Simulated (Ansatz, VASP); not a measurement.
## One calculation of ZnO, two programs

File INCAR:

```
SYSTEM = ZnO
ALGO = Normal
EDIFF = 1E-8
ENCUT = 520
ISIF = 2
ISMEAR = -1
LASPH = .True.
LCHARG = .False.
LEFG = .True.
LREAL = .False.
LWAVE = .False.
NBANDS = 26
NELM = 100
PREC = Accurate
SIGMA = 0.01
```

KPOINTS

```
k-points
0
Gamma
  8 8 5
  0 0 0
```

Contents of POSCAR:

```
ZnO
1.0
    3.3143866984      0.0000000000      0.0000000000
   -1.6571933491      2.8703430787      0.0000000000
    0.0000000000      0.0000000000      5.2038000000
Zn O
2 2
Direct
    0.3333333333      0.6666666667      0.0000000000
    0.6666666667      0.3333333333      0.5000000000
    0.3333333333      0.6666666667      0.3821000000
    0.6666666667      0.3333333333      0.8821000000
```

Input for Ansatz:

```yaml
crystal:
  lattice:
    - [3.3143866984, 0.0, 0.0]
    - [-1.6571933491, 2.8703430787, 0.0]
    - [0.0, 0.0, 5.2038]
  atoms:
    - { symbol: Zn, position: [0.3333333333, 0.6666666667, 0.0] }
    - { symbol: Zn, position: [0.6666666667, 0.3333333333, 0.5] }
    - { symbol: O, position: [0.3333333333, 0.6666666667, 0.3821] }
    - { symbol: O, position: [0.6666666667, 0.3333333333, 0.8821] }
kpoints:
  mp_grid: { grid: [8, 8, 5] }
scf:
  occupations: { method: fermi_dirac, width: 0.01 }
hamiltonian:
  xc: lda
  pseudopotentials: { kind: all_electron, datasets: crystal }
output:
  forces: true
  stress: true
  eigenvalues: true
  efg: { contact_densities: true }
```

Change from the starting cell: equal xx and yy strain of +2 %, crystal datasets.

Alike in both runs: task electric field gradients; functional LDA; k mesh 8 × 8 × 5; occupations fermi-dirac, width 0.01 eV; no spin polarisation.

|  | VASP | Ansatz |
| --- | --- | --- |
| version | VASP 6.6.1 | Ansatz 0.2.0 |
| potentials or method | VASP PAW LDA potentials, release 64 (Zn, O), cutoff 520 eV | all-electron PAW with datasets made for the crystal, scalar-relativistic |

Ansatz gave:

- gap on the k mesh at the Fermi level (eV): 0.70
- pressure (GPa): -11.7
- traceless stress, the component that is largest in VASP (GPa): 2.88
- rms of the force components (eV/Å): 0.042
- size of Vzz on the site where it differs most (V/Å²): 1.4

Problem. Which values does VASP return?

Solution. gap on the k mesh at the Fermi level (eV): 0.70; pressure (GPa): -10.8; traceless stress, the component that is largest in VASP (GPa): 2.97; rms of the force components (eV/Å): 0.048; size of Vzz on the site where it differs most (V/Å²): 1.7.

LDA's correlation is that of Perdew and Zunger in VASP and of Perdew and Wang (1992) in Ansatz. Atom by atom the forces differ by 0.006 eV/Å (rms over components). Ansatz ran all-electron here, and VASP with PAW potentials.
